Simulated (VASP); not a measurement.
# KCl (Pm-3m) in VASP: settings compared, part 2 of 2

VASP 6.6.1. The steps go on from the part before.

## (4) Single point, LDA

File INCAR:

```
PREC     = Accurate       # precision mode
ENCUT    = 520            # plane-wave cutoff, eV
EDIFF    = 1E-6           # SCF threshold, eV
ISMEAR   = 0              # smearing method
SIGMA    = 0.01           # smearing width, eV
LREAL    = False          # projectors in reciprocal space
LASPH    = True           # aspherical terms in the spheres
NELM     = 100            # most SCF steps
ALGO     = Normal         # electronic algorithm
ISIF     = 2              # what is computed and relaxed
LWAVE    = False          # write WAVECAR
LCHARG   = True           # write CHGCAR
GGA      = CA             # functional
LELF     = True           # ELF
LVHAR    = True         
NBANDS   = 15             # bands
```

File KPOINTS:

```
regular mesh
0
Gamma
  8 8 8
```

File POSCAR:

```
KCl
1.0
    3.7711686990      0.0000000000      0.0000000000
    0.0000000000      3.7711686990      0.0000000000
    0.0000000000      0.0000000000      3.7711686990
K Cl
1 1
Direct
    0.0000000000      0.0000000000      0.0000000000
    0.5000000000      0.5000000000      0.5000000000
```

Potentials or basis: VASP PAW LDA potentials, release 64 (K_sv, Cl).

Started as:

```bash
$ cat potpaw_LDA.64/K_sv/POTCAR potpaw_LDA.64/Cl/POTCAR > POTCAR
$ mpirun -np 1 vasp_std > vasp.out
```

OUTCAR:

```text
PREC = Accurate
   ENCUT = 520
   EDIFF = 1E-6
   ISMEAR = 0
   LREAL = False
   LASPH = True
   NELM = 100
   ISIF = 2
   GGA = CA

 ion  position               nearest neighbor table
   1  0.000  0.000  0.000-
   2  0.500  0.500  0.500-

  LATTYP: Found a simple cubic cell.
 ALAT       =     3.7711686990

  Lattice vectors:

 A1 = (   3.7711686990,   0.0000000000,   0.0000000000)
 A2 = (   0.0000000000,   3.7711686990,   0.0000000000)
 A3 = (   0.0000000000,   0.0000000000,   3.7711686990)

Analysis of symmetry for initial positions (statically):
=====================================================================
 Subroutine PRICEL returns:
 Original cell was already a primitive cell.

 Routine SETGRP: Setting up the symmetry group for a
 simple cubic supercell.

 Subroutine GETGRP returns: Found 48 space group operations
 (whereof 48 operations were pure point group operations)
 out of a pool of 48 trial point group operations.

The static configuration has the point symmetry O_h .

[... 163 lines left out ...]
 cond. band min:       3.7987206286   @ k =   0.0000   0.0000   0.0000
 fundamental gap:      4.5944368358
 Fermi energy:        -0.7306147959

 k-point     1 :       0.0000    0.0000    0.0000
  band No.  band energies     occupation
      1     -28.3878      2.00000
      2     -13.3860      2.00000
      3     -11.9956      2.00000
      4     -11.9956      2.00000
      5     -11.9956      2.00000
      6      -1.0178      2.00000
      7      -1.0178      2.00000
      8      -1.0178      2.00000
      9       3.7987      0.00000
     10       5.3915      0.00000
     11       5.3915      0.00000
     12       9.8287      0.00000
     13       9.8287      0.00000
     14       9.8287      0.00000
[... 401 lines left out ...]
      2     -13.1473      2.00000
      3     -12.2245      2.00000
      4     -12.1843      2.00000
      5     -11.9730      2.00000
      6      -2.2276      2.00000
      7      -2.0037      2.00000
      8      -1.0878      2.00000
      9       5.5815      0.00000
     10       6.7788      0.00000
     11       7.9530      0.00000
     12       8.1082      0.00000
     13       9.5038      0.00000
     14      10.0138      0.00000
     15      11.5602      0.00000

 [... further k-points ...]
[... 5 lines left out ...]
  --------------------------------------------------------------------------------------
  -------------------------------------------------------------------------------------
  Total       -0.7944140     -0.7944140     -0.7944140      0.0000000      0.0000000     -0.0000000
  in kB      -23.7317410    -23.7317410    -23.7317410      0.0000000      0.0000000     -0.0000000
  external PRESSURE =     -23.7317410 kB  Pullay stress =       0.0000000 kB

 VOLUME and BASIS-vectors are now :
 -----------------------------------------------------------------------------
  energy-cutoff  :      520.00
  volume of cell :       53.63
      direct lattice vectors                 reciprocal lattice vectors
     3.771168699  0.000000000  0.000000000     0.265169787  0.000000000  0.000000000
     0.000000000  3.771168699  0.000000000     0.000000000  0.265169787  0.000000000
     0.000000000  0.000000000  3.771168699     0.000000000  0.000000000  0.265169787

 POSITION                                       TOTAL-FORCE (eV/Angst)
 -----------------------------------------------------------------------------------
      0.00000      0.00000      0.00000         0.000000      0.000000      0.000000
      1.88558      1.88558      1.88558         0.000000      0.000000      0.000000
 -----------------------------------------------------------------------------------
    total drift:                               -0.000000      0.000000      0.000000

  FREE ENERGIE OF THE ION-ELECTRON SYSTEM (eV)
  ---------------------------------------------------
  free  energy   TOTEN  =        -7.3057045941 eV

  energy  without entropy=       -7.3057045941  energy(sigma->0) =       -7.30570459
```

stdout:

```text
POSCAR found type information on POSCAR K Cl
 POSCAR found :  2 types and       2 ions
 scaLAPACK will be used
 LDA part: xc-table for (Slater(with rela. corr.)+CA(PZ))
 , standard interpolation
 POSCAR, INCAR and KPOINTS ok, starting setup
 FFT: planning ... GRIDC
 FFT: planning ... GRID_SOFT
 FFT: planning ... GRID
 WAVECAR not read
 entering main loop
```

Wall time 23 s (1 thread of Intel Xeon Platinum 8488C (Sapphire Rapids), shared host); peak memory 0.15 GiB.

What came out:

```yaml
Free_energy: -7.3057 eV
Pressure: -2.4 GPa
Band_gap_on_the_k_mesh: 4.59 eV, indirect (least direct gap 4.82 eV)
```

Levels at points of the mesh, in eV from the valence-band top:
| k point | band 5 | band 6 | band 7 | band 8 | band 9 | band 10 | band 11 | band 12 |
| --- | --- | --- | --- | --- | --- | --- | --- | --- |
| (0.00, 0.00, 0.00) | -11.20 | -0.22 | -0.22 | -0.22 | 4.59 | 6.19 | 6.19 | 10.62 |
| (0.50, 0.00, 0.00) | -11.04 | -2.00 | -0.25 | -0.25 | 7.58 | 7.62 | 8.21 | 9.88 |
| (0.50, 0.50, 0.00) | -11.13 | -1.32 | -1.32 | 0.00 | 5.84 | 7.04 | 8.75 | 8.75 |
| (0.50, 0.50, 0.50) | -11.41 | -1.50 | -1.50 | -1.50 | 8.62 | 8.62 | 8.62 | 9.90 |

## (5) The runs side by side

```csv
level,potentials or basis,k mesh,smearing,gap on the mesh (eV),pressure (GPa)
r2SCAN,"VASP PAW PBE potentials, release 64 (K_sv, Cl)",6 × 6 × 6,fermi-dirac 0.02 eV,5.81,0.0
PBE,"VASP PAW PBE potentials, release 64 (K_sv, Cl)",8 × 8 × 8,fermi-dirac 0.02 eV,5.03,1.1
LDA,"VASP PAW LDA potentials, release 64 (K_sv, Cl)",8 × 8 × 8,gaussian 0.01 eV,4.59,-2.4
```

Alike in all rows: task single point; no spin polarisation; cell a = 3.771 Å, 2 atoms; cutoff (eV) 520.

Caveats: the PAW data sets were made with another functional, which shifts forces and pressure a little (some runs).

Total energies depend on the potentials used, so only differences within one code and one set of settings carry meaning.
